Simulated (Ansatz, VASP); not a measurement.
## Two plane-wave programs on MoSe

```xyz
4
Lattice="3.4405 0.0000 0.0000 -1.7202 2.9795 0.0000 0.0000 0.0000 6.6354" Properties=species:S:1:pos:R:3 pbc="T T T"
Mo    0.0000    0.0000    0.0000
Mo    0.0000    0.0000    3.3177
Se    0.0000    1.9863    1.6588
Se    1.7202    0.9932    4.9765
```

Alike in both runs: functional PBE; k mesh 6 × 6 × 4; occupations gaussian, width 0.1 eV; collinear spin.

Ansatz relaxed the structure, and its values are those at the end. VASP's run is a single point on that final structure, the one shown.

|  | VASP | Ansatz |
| --- | --- | --- |
| version | VASP 6.6.1 | Ansatz 0.2.0 |
| potentials or method | VASP PAW PBE potentials, release 64 (Mo_sv, Se), cutoff 520 eV | scalar-relativistic, plane waves, PAW |
| valence electrons in the cell | 40 | 60 |

Ansatz gave:

| Quantity | Value |
| --- | --- |
| gap on the k mesh at the Fermi level (eV) | none |
| pressure (GPa) | 0.1 |
| net moment per atom (μB) | 0.00 |

Which values does VASP return?

gap on the k mesh at the Fermi level (eV): none; pressure (GPa): 0.4; net moment per atom (μB): 0.00.

A gap of «none» marks a metal or a gap that the smearing closes. The functional is the same, so the differences come from potentials, cutoffs and numerics. VASP's potentials hold 40 valence electrons a cell and Ansatz's 60, so a difference there can come from the potentials and not from the codes. Ansatz's warnings: seeded moment not kept.
